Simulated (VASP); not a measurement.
A run of VASP 6.6.1:

The input INCAR:

```
SYSTEM = Mg64O65
PREC = Accurate
ENCUT = 520
EDIFF = 1E-6
ISMEAR = -1
SIGMA = 0.01
LREAL = Auto
LASPH = .True.
NELM = 100
ALGO = Normal
ISIF = 2
LWAVE = .False.
LCHARG = .False.
GGA = PE
NELECT = 520.0
NBANDS = 329
LUSENCCL = .False.
```

The input KPOINTS:

```
Automatic mesh
0
Gamma
  1 1 1
  0 0 0
```

Contents of POSCAR:

```
Mg64O65
1.0
    0.0000000000      8.5087624600      8.5087624600
    8.5087624600      0.0000000000      8.5087624600
    8.5087624600      8.5087624600      0.0000000000
Mg O
64 65
Direct
    0.0006946956      0.0035597421     -0.0009561908
    0.0003105034      0.0042861697      0.2464428887
   -0.0004603490      0.0028123949      0.4973853742
   -0.0002483910      0.0033548357      0.7513602043
    0.0016981318      0.2549512941     -0.0031810736
    0.0011384147      0.2540076198      0.2456911343
[... 121 lines left out ...]
    0.8690914848      0.8822103138      0.8778914719
    0.1000838846      0.6006449262      0.7630412802
```

Potentials or basis: VASP PAW PBE potentials, release 64 (Mg, O).

Run with:

```console
$ cat potpaw_PBE.64/Mg/POTCAR potpaw_PBE.64/O/POTCAR > POTCAR
$ mpirun -np 1 vasp_gam > vasp.out
```

Hardware: 1 × NVIDIA H100 80GB with 1 thread of Intel(R) Xeon(R) Platinum 8481C CPU @ 2.70GHz (Sapphire Rapids) (shared host).

Problem. Estimate the wall time of this run.

Solution. Wall time 2.1 min on 1 × NVIDIA H100 80GB with 1 thread of Intel(R) Xeon(R) Platinum 8481C CPU @ 2.70GHz (Sapphire Rapids) (shared host), peak memory 1.9 GiB. Counts: scf iterations 18, k points 1.
